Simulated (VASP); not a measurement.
Write the native input for VASP 6.6.1 that does the following.

| Quantity | Value |
| --- | --- |
| Task | molecular dynamics |
| Functional | LDA |
| Potentials or basis | VASP PAW LDA potentials, release 64 (C, H) |
| Cutoff | 520 eV |
| k mesh | 3 × 3 × 3 |
| Occupations | fermi-dirac, width 0.05 eV |
| Spin | collinear spin, zero start |
| Starting moments | [0.0, 0.0, 0.0, 0.0, 0.0, 0.0, 0.0, 0.0, 0.0, 0.0, 0.0, 0.0, 0.0, 0.0, 0.0, 0.0, 0.0] μB |
| Dipole correction | no |
| Further INCAR settings | LREAL = Auto; ALGO = Normal; EDIFF = 1e-05; NBANDS = 50; ISYM = 0; IBRION = 0; POTIM = 0.75; NSW = 40 |

The structure of HC16 (a cell with a defect) lies in POSCAR:

```
HC16
1.0
    0.0000000000      3.5700000000      3.5700000000
    3.5700000000      0.0000000000      3.5700000000
    3.5700000000      3.5700000000      0.0000000000
C H
16 1
Direct
    0.0031045700     -0.0031322600     -0.0030842700
    0.1243884000      0.1252313200      0.1252596400
    0.0033891500     -0.0033180500      0.5034167000
    0.1257344200      0.1236039300      0.6254790500
    0.0033254300      0.5033535100     -0.0032305200
    0.1257384200      0.6254189500      0.1236569000
    0.0001847300      0.4999744500      0.5000158600
    0.1257195700      0.6254018800      0.6254652100
    0.5001832300     -0.0000154600      0.0000287100
    0.6250669600      0.1249077800      0.1249408700
    0.4972761800     -0.0029725700      0.5028584800
    0.6252138200      0.1250666800      0.6247721200
    0.4973166100      0.5027942300     -0.0028839900
    0.6251795900      0.6248510800      0.1250609400
    0.4971287700      0.5030813300      0.5030808500
    0.6238747800      0.6254319900      0.6254961900
    0.7541734500      0.2494296000      0.2503730600
```

The input as run:

INCAR

```
SYSTEM = HC16
PREC = Accurate ; ENCUT = 520
EDIFF = 1E-5 ; ISMEAR = -1
SIGMA = 0.05 ; LREAL = Auto
LASPH = .True. ; NELM = 150
ALGO = Normal ; ISIF = 2
LWAVE = .False. ; LCHARG = .False.
ISPIN = 2 ; MAGMOM = 0 0 0 0 0 0 0 0 0 0 0 0 0 0 0 0 0
LORBIT = 11 ; NBANDS = 50
IBRION = 0 ; NSW = 40
POTIM = 0.75 ; TEBEG = 1260.0
TEEND = 1260.0 ; ISYM = 0
NELMIN = 4 ; RANDOM_SEED = 742186 0 0
MDALGO = 3 ; LANGEVIN_GAMMA = 50 50
```

KPOINTS

```
Automatic mesh
0
Gamma
  3 3 3
  0 0 0
```

Potentials or basis: VASP PAW LDA potentials, release 64 (C, H).

Run with:

```console
$ cat potpaw_LDA.64/C/POTCAR potpaw_LDA.64/H/POTCAR > POTCAR
$ mpirun -np 1 vasp_std > vasp.out
```

It gave:

The valence electrons inside the program's atomic spheres are C 2.60, 2.58, 2.55, 2.63, 2.54, 2.51, 2.56, 2.61 (each value once); H 0.60.

Caveat: the k points lie up to 0.51 Å⁻¹ apart.

Wall time 99 min on 1 thread of Oxide Virtual Turin-like Processor (shared host), peak memory 0.35 GiB.
